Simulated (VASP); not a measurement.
# Mn2ZnAs2 (P-3m1) in VASP: single point with PBE

Aim: the single point of Mn2ZnAs2 with PBE.

Everything below comes from runs of VASP 6.6.1. Logs are shortened: lines on timing, memory, paths and dates and some standing lists are left out, and cuts for length are marked.

### 1 The cell of the first run

The structure is trigonal, space group P-3m1 (No. 164). Conventional cell: a = 3.931 Å, b = 3.931 Å, c = 6.464 Å, α = 90.00°, β = 90.00°, γ = 120.00°. Mn (site symmetry 3m) has 4 As at 2.43 Å and 3 Mn at 2.75 Å within 3.2 Å. Zn (site symmetry -3m) has 6 As at 2.76 Å and 6 Mn at 3.35 Å within 3.6 Å. Within 3.2 Å of As (site symmetry 3m) lie 4 Mn at 2.43 Å and 3 Zn at 2.76 Å.

### 2 Single point, PBE, collinear spin, ferromagnetic start

INCAR reads:

```
SYSTEM = Mn2ZnAs2
PREC = Accurate
ENCUT = 520
EDIFF = 1E-7
ISMEAR = 0
SIGMA = 0.1
LREAL = .False.
LASPH = .True.
NELM = 150
ALGO = Fast
ISIF = 2
LWAVE = .False.
LCHARG = .False.
ISPIN = 2
MAGMOM = 3.77 3.77 0 0 0
LORBIT = 11
LMAXMIX = 4
GGA = PE
NBANDS = 36
```

KPOINTS reads:

```
Automatic mesh
0
Gamma
  6 6 4
  0 0 0
```

POSCAR reads:

```
Mn2ZnAs2
1.0
    3.9312375523      0.0000000000      0.0000000000
   -1.9656187761      3.4045515886      0.0000000000
    0.0000000000      0.0000000000      6.4644094020
Mn Zn As
2 1 2
Direct
    0.3333333333      0.6666666667      0.3801070289
    0.6666666667      0.3333333333      0.6198929711
    0.0000000000      0.0000000000      0.0000000000
    0.3333333333      0.6666666667      0.7557254087
    0.6666666667      0.3333333333      0.2442745913
```

Potentials or basis: VASP PAW PBE potentials, release 64 (Mn_pv, Zn, As).

Command:

```sh
> cat potpaw_PBE.64/Mn_pv/POTCAR potpaw_PBE.64/Zn/POTCAR potpaw_PBE.64/As/POTCAR > POTCAR
> mpirun -np 1 vasp_std > vasp.out
```

OUTCAR:

```text
SYSTEM = Mn2ZnAs2
   PREC = Accurate
   ENCUT = 520
   EDIFF = 1E-7
   ISMEAR = 0
   LREAL = .False.
   LASPH = .True.
   NELM = 150
   ISIF = 2
   ISPIN = 2
   LORBIT = 11
   GGA = PE

 ion  position               nearest neighbor table
   1  0.333  0.667  0.380-   4 2.43   5 2.43   5 2.43   5 2.43   2 2.75   2 2.75   2 2.75
   2  0.667  0.333  0.620-   5 2.43   4 2.43   4 2.43   4 2.43   1 2.75   1 2.75   1 2.75
   3  0.000  0.000  0.000-   4 2.76   5 2.76   4 2.76   5 2.76   5 2.76   4 2.76
   4  0.333  0.667  0.756-   1 2.43   2 2.43   2 2.43   2 2.43   3 2.76   3 2.76   3 2.76
   5  0.667  0.333  0.244-   2 2.43   1 2.43   1 2.43   1 2.43   3 2.76   3 2.76   3 2.76

  LATTYP: Found a hexagonal cell.
 ALAT       =     3.9312375523
 C/A-ratio  =     1.6443700784

  Lattice vectors:

 A1 = (   3.9312375523,   0.0000000000,   0.0000000000)
 A2 = (  -1.9656187761,   3.4045515886,   0.0000000000)
 A3 = (   0.0000000000,   0.0000000000,   6.4644094020)

Analysis of symmetry for initial positions (statically):
=====================================================================
 Subroutine PRICEL returns:
 Original cell was already a primitive cell.

 Routine SETGRP: Setting up the symmetry group for a
 hexagonal supercell.

 Subroutine GETGRP returns: Found 12 space group operations
 (whereof 12 operations were pure point group operations)
 out of a pool of 24 trial point group operations.

The static configuration has the point symmetry D_3d.

Analysis of symmetry for dynamics (positions and initial velocities):
=====================================================================
 Subroutine PRICEL returns:
 Original cell was already a primitive cell.

 Routine SETGRP: Setting up the symmetry group for a
 hexagonal supercell.

 Subroutine GETGRP returns: Found 12 space group operations
 (whereof 12 operations were pure point group operations)
 out of a pool of 24 trial point group operations.

The dynamic configuration has the point symmetry D_3d.

Analysis of structural, dynamic, and magnetic symmetry:
=====================================================================
 Subroutine PRICEL returns:
 Original cell was already a primitive cell.

 Routine SETGRP: Setting up the symmetry group for a
 hexagonal supercell.

 Subroutine GETGRP returns: Found 12 space group operations
 (whereof 12 operations were pure point group operations)
 out of a pool of 24 trial point group operations.

The overall configuration has the point symmetry D_3d.

 Subroutine INISYM returns: Found 12 space group operations
 (whereof 12 operations are pure point group operations),
 and found     1 'primitive' translations

----------------------------------------------------------------------------------------

                                     Primitive cell

  volume of cell :      86.5203

  direct lattice vectors                    reciprocal lattice vectors
     3.931237552  0.000000000  0.000000000     0.254372825  0.146862219  0.000000000
    -1.965618776  3.404551589  0.000000000     0.000000000  0.293724437  0.000000000
     0.000000000  0.000000000  6.464409402     0.000000000  0.000000000  0.154693173

  length of vectors
     3.931237552  3.931237552  6.464409402     0.293724437  0.293724437  0.154693173

  position of ions in fractional coordinates (direct lattice)
     0.333333333  0.666666667  0.380107029
     0.666666667  0.333333333  0.619892971
     0.000000000  0.000000000  0.000000000
     0.333333333  0.666666667  0.755725409
     0.666666667  0.333333333  0.244274591

  ion indices of the primitive-cell ions
   primitive index   ion index
                 1           1
                 2           2
                 3           3
                 4           4
                 5           5

----------------------------------------------------------------------------------------

 KPOINTS: Automatic mesh

Automatic generation of k-mesh.
 Grid dimensions read from file:
 generate k-points for:    6    6    4

 Generating k-lattice:

  Cartesian coordinates                     Fractional coordinates (reciprocal lattice)
     0.042395471  0.024477036  0.000000000     0.166666667 -0.000000000  0.000000000
     0.000000000  0.048954073  0.000000000     0.000000000  0.166666667  0.000000000
     0.000000000  0.000000000  0.038673293     0.000000000  0.000000000  0.250000000

  Length of vectors
     0.048954073  0.048954073  0.038673293

  Shift w.r.t. Gamma in fractional coordinates (k-lattice)
     0.000000000  0.000000000  0.000000000

 Subroutine IBZKPT returns following result:
 ===========================================

 Found     24 irreducible k-points:

 Following reciprocal coordinates:
            Coordinates               Weight
  0.000000  0.000000  0.000000      1.000000
  0.166667 -0.000000  0.000000      6.000000
  0.333333  0.000000  0.000000      6.000000
  0.500000  0.000000  0.000000      3.000000
  0.166667  0.166667  0.000000      6.000000
  0.333333  0.166667  0.000000     12.000000
[... 16 lines left out ...]
  0.333333  0.166667  0.500000     12.000000
  0.333333  0.333333  0.500000      2.000000
   k-points           NKPTS =     24   k-points in BZ     NKDIM =     24   number of bands    NBANDS=     36
   number of dos      NEDOS =    301   number of ions     NIONS =      5
   total plane-waves  NPLWV =  43200
   dimension x,y,z NGX =    30 NGY =   30 NGZ =   48
   dimension x,y,z NGXF=    60 NGYF=   60 NGZF=   96
   ions per type =               2   1   2
   NGX,Y,Z   is equivalent  to a cutoff of  12.69, 12.69, 12.34 a.u.
   NGXF,Y,Z  is equivalent  to a cutoff of  25.37, 25.37, 24.69 a.u.
 SYSTEM =  Mn2ZnAs2
   PREC   = accura    normal or accurate (medium, high low for compatibility)
   ISTART =      0    job   : 0-new  1-cont  2-samecut
   ICHARG =      2    charge: 1-file 2-atom 10-const
   ISPIN  =      2    spin polarized calculation?
   LNONCOLLINEAR =      F non collinear calculations
   LSORBIT =      F    spin-orbit coupling
   LASPH  =      T    aspherical Exc in radial PAW
   ENCUT  =  520.0 eV  38.22 Ry    6.18 a.u.   7.31  7.31 12.02*2*pi/ulx,y,z
   NELM   =    150;   NELMIN=  2; NELMDL= -5     # of ELM steps
   EDIFF  = 0.1E-06   stopping-criterion for ELM
   LREAL  =      F    real-space projection
   EDIFFG = 0.1E-05   stopping-criterion for IOM
   NSW    =      0    number of steps for IOM
   IBRION =     -1    ionic relax: 0-MD 1-quasi-New 2-CG
   NFREE  =      0    steps in history (QN), initial steepest desc. (CG)
   ISIF   =      2    stress and relaxation
   ISYM   =      2    0-nonsym 1-usesym 2-fastsym
   POTIM  = 0.5000    time-step for ionic-motion
   TEBEG  =    0.0;   TEEND  =   0.0 temperature during run
   PSTRESS=    0.0 pullay stress
   NELECT =      48.0000    total number of electrons
   NUPDOWN=      -1.0000    fix difference up-down
   EMIN   =  10.00;   EMAX   =-10.00  energy-range for DOS
   EFERMI =   0.00;   METHOD = LEGACY
   ISMEAR =     0;   SIGMA  =   0.10  broadening in eV -4-tet -1-fermi 0-gaus
   EFERMI_NEDOS =   21; number of points for ismear=-14 and -15
   IALGO  =     68    algorithm
   IMIX   =      4    mixing-type and parameters
     AMIX     =   0.40;   BMIX     =  1.00
     AMIX_MAG =   1.60;   BMIX_MAG =  1.00
  volume/ion in A,a.u.               =      17.30       116.77
  Fermi-wavevector in a.u.,A,eV,Ry     =   1.345187  2.542034 24.620112  1.809527
  Thomas-Fermi vector in A             =   2.473120
   LORBIT       =     11    0 simple, 1 ext, 2 COOP (PROOUT), +10 PAW based schemes
   GGA     = PE    functional components
   LHFCALC =     F    Hartree Fock is set to
   AEXX    =    0.0000 exact exchange contribution
   IVDW    =     0    specifies the selected vdW correction
   LEPSILON=     F    determine dielectric tensor
   LRPA    =     F    only Hartree local field effects (RPA)
 spin polarized calculation
 RMM-DIIS sequential band-by-band and
 Gauss-broadening in eV      SIGMA  =   0.10
  energy-cutoff  :      520.00
  volume of cell :       86.52
 maximum number of plane-waves:      2364
 NGX is ok and might be reduce to    30
   NGX = 15   NGY = 15   NGZ = 25

 number of electron      47.9999957 magnetization       5.4252923

 Free energy of the ion-electron system (eV)
  ---------------------------------------------------
  ext. energy  EPLUGINS =         0.00000000
  ---------------------------------------------------
  free energy    TOTEN  =       -28.00243493 eV

  energy without entropy =      -27.98966746  energy(sigma->0) =      -27.99605119

 E-fermi :   5.5534     XC(G=0): -10.9498

 val. band max:        5.5483110905   @ k =   0.3333   0.1667   0.2500
 cond. band min:       5.5760626299   @ k =   0.3333   0.3333   0.5000
 fundamental gap:      0.0277515394
 Fermi energy:         5.5533507091

 spin component 1

 k-point     1 :       0.0000    0.0000    0.0000
  band No.  band energies     occupation
      1     -43.6498      1.00000
      2     -43.6498      1.00000
      3     -43.5917      1.00000
      4     -43.5917      1.00000
      5     -43.5094      1.00000
      6     -43.4598      1.00000
[... 925 lines left out ...]
     35      13.6457      0.00000
     36      13.6925      0.00000
 Fermi energy:         5.5533507091

 spin component 2

 k-point     1 :       0.0000    0.0000    0.0000
  band No.  band energies     occupation
      1     -40.8420      1.00000
      2     -40.7859      1.00000
      3     -40.7314      1.00000
      4     -40.7314      1.00000
      5     -40.6649      1.00000
      6     -40.6649      1.00000
[... 925 lines left out ...]
     35      14.0200      0.00000
     36      14.2756      0.00000

------------------------ aborting loop because EDIFF is reached ----------------------------------------

  FORCE on cell =-STRESS in cart. coord.  units (eV):
  Direction    XX          YY          ZZ          XY          YZ          ZX
  --------------------------------------------------------------------------------------
  -------------------------------------------------------------------------------------
  Total        0.0867729      0.0867729      0.1481708      0.0000000     -0.0000000     -0.0000000
  in kB        1.6068556      1.6068556      2.7438174      0.0000000     -0.0000000     -0.0000000
  external PRESSURE =       1.9858428 kB  Pullay stress =       0.0000000 kB

 VOLUME and BASIS-vectors are now :
 -----------------------------------------------------------------------------
  energy-cutoff  :      520.00
  volume of cell :       86.52
      direct lattice vectors                 reciprocal lattice vectors
     3.931237552  0.000000000  0.000000000     0.254372825  0.146862219  0.000000000
    -1.965618776  3.404551589  0.000000000     0.000000000  0.293724437  0.000000000
     0.000000000  0.000000000  6.464409402     0.000000000  0.000000000  0.154693173

 POSITION                                       TOTAL-FORCE (eV/Angst)
 -----------------------------------------------------------------------------------
     -0.00000      2.26970      2.45717        -0.000000      0.000000      0.013130
      1.96562      1.13485      4.00724        -0.000000     -0.000000     -0.013130
      0.00000      0.00000      0.00000        -0.000000      0.000000      0.000000
     -0.00000      2.26970      4.88532         0.000000     -0.000000      0.022536
      1.96562      1.13485      1.57909        -0.000000      0.000000     -0.022536
 -----------------------------------------------------------------------------------
    total drift:                                0.000000      0.000000      0.000000

  FREE ENERGIE OF THE ION-ELECTRON SYSTEM (eV)
  ---------------------------------------------------
  free  energy   TOTEN  =       -28.0024349267 eV

  energy  without entropy=      -27.9896674582  energy(sigma->0) =      -27.99605119

 total charge

# of ion       s       p       d       tot
------------------------------------------
    1        0.303   6.247   5.145  11.695
    2        0.303   6.247   5.145  11.695
    3        0.555   0.305   9.765  10.626
    4        1.221   1.556   0.063   2.840
    5        1.221   1.556   0.063   2.840
--------------------------------------------------
tot          3.602  15.912  20.180  39.694

 magnetization (x)

# of ion       s       p       d       tot
------------------------------------------
    1        0.024   0.017   2.649   2.689
    2        0.024   0.017   2.649   2.689
    3        0.046  -0.002  -0.002   0.042
    4        0.003  -0.117   0.011  -0.104
    5        0.003  -0.117   0.011  -0.104
--------------------------------------------------
tot          0.099  -0.204   5.318   5.214
```

Run time: 2 min. Hardware: 1 thread of AMD EPYC 7R13 (Zen 3), shared host; peak memory 0.27 GiB.

Results:

| Property | Result |
| --- | --- |
| Free energy | -28.0024 eV |
| Pressure | 0.2 GPa |
| Largest force | 0.023 eV/Å |
| Net moment | 5.43 μB per cell |
| Site moments | Mn +2.69; Zn +0.04; As -0.10 μB |
| Valence electrons inside the program's atomic spheres | Mn 11.70; Zn 10.63; As 2.84 |

Forces in eV/Å, atoms in the order of the input:
```
Mn   0.000  0.000  0.013
Mn   0.000  0.000 -0.013
Zn   0.000  0.000  0.000
As   0.000  0.000  0.023
As   0.000  0.000 -0.023
```

Stress tensor (GPa, compression positive):
```
0.16 0.00 0.00
0.00 0.16 0.00
0.00 0.00 0.27
```

Caveat: only a ferromagnetic start was run, and an antiferromagnetic order may lie lower in energy.
